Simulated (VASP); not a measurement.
A run of VASP 6.6.1:

The input INCAR:

```
SYSTEM = GaN
PREC     = Accurate       ! precision mode
ENCUT    = 520            ! plane-wave cutoff, eV
EDIFF    = 1E-6           ! SCF threshold, eV
ISMEAR   = 0              ! smearing method
SIGMA    = 0.01           ! smearing width, eV
LREAL    = .False.        ! projectors in reciprocal space
LASPH    = .True.         ! aspherical terms in the spheres
NELM     = 100            ! most SCF steps
ALGO     = Normal         ! electronic algorithm
ISIF     = 2              ! what is computed and relaxed
LWAVE    = .False.        ! write WAVECAR
LCHARG   = .True.         ! write CHGCAR
GGA      = PS             ! functional
LELF     = .True.         ! ELF
LVHAR    = .True.       
NBANDS   = 16             ! bands
```

KPOINTS

```
Automatic mesh
0
Gamma
  5 5 5
  0 0 0
```

The input POSCAR:

```
GaN
1.0
    0.0000000000      2.2535010000      2.2535010000
    2.2535010000      0.0000000000      2.2535010000
    2.2535010000      2.2535010000      0.0000000000
Ga N
1 1
Direct
    0.0000000000      0.0000000000      0.0000000000
    0.7500000000      0.7500000000      0.7500000000
```

Potentials or basis: VASP PAW PBE potentials, release 64 (Ga_d, N).

The run is started by

```console
$ cat potpaw_PBE.64/Ga_d/POTCAR potpaw_PBE.64/N/POTCAR > POTCAR
$ mpirun -np 1 vasp_std > vasp.out
```

Hardware: 1 thread of Intel Xeon 8259CL, on a shared host.

Task: How long does it take, and how much memory?

Result: It took 9.1 s on 1 thread of Intel Xeon 8259CL, with other jobs on the host, peak memory 0.14 GiB. Counts: scf iterations 13, k points 10.
